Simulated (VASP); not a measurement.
Set up this calculation in VASP 6.6.1, as the native input.

```
Task                   : single point
Functional             : PBEsol
Potentials or basis    : VASP PAW PBE potentials, release 64 (Mn_pv, S)
Cutoff                 : 520 eV
k mesh                 : 16 × 16 × 16
Occupations            : gaussian, width 0.15 eV
Spin                   : collinear spin, ferromagnetic start
Starting moments       : [0.875, 0.0] μB
Fixed moment           : 0.875 μB
Dipole correction      : no
Further INCAR settings : ALGO = Normal; EDIFF = 1e-07; NBANDS = 20
```

The structure of MnS lies in POSCAR:

```
MnS
1.0
    0.0000000000      2.6540935901      2.6540935901
    2.6540935901      0.0000000000      2.6540935901
    2.6540935901      2.6540935901      0.0000000000
Mn S
1 1
Direct
    0.0000000000      0.0000000000      0.0000000000
    0.7500000000      0.7500000000      0.7500000000
```

The input as run:

INCAR

```
ALGO = Normal
EDIFF = 1E-7
ENCUT = 520
GGA = PS
ISIF = 2
ISMEAR = 0
ISPIN = 2
LASPH = T
LCHARG = F
LMAXMIX = 4
LORBIT = 11
LREAL = F
LWAVE = F
MAGMOM = 0.875 0
NBANDS = 20
NELM = 150
NUPDOWN = 0.875
PREC = Accurate
SIGMA = 0.15
```

KPOINTS

```
k-points
0
Gamma
  16 16 16
```

Potentials or basis: VASP PAW PBE potentials, release 64 (Mn_pv, S).

Launch:

```sh
$ cat potpaw_PBE.64/Mn_pv/POTCAR potpaw_PBE.64/S/POTCAR > POTCAR
$ mpirun -np 1 vasp_std > vasp.out
```

Results of the run:

```json
{"Pressure": "-19.3 GPa", "Net moment": "0.88 μB per cell", "Site moments": "Mn +0.89; S -0.05 μB", "Valence electrons inside the program's atomic spheres": "Mn 11.67; S 3.63"}
```

Caveat: the cell stands under tension; the PAW data sets were made with another functional, which shifts forces and pressure a little; the total moment is fixed, so each spin has its own Fermi level and the state may be an excited one; a cell with one magnetic atom can't hold antiferromagnetic order, which such compounds often take.

Run time: 90 s on 1 thread of Intel(R) Xeon(R) 6975P-C (Granite Rapids), on a shared host, peak memory 0.28 GiB.
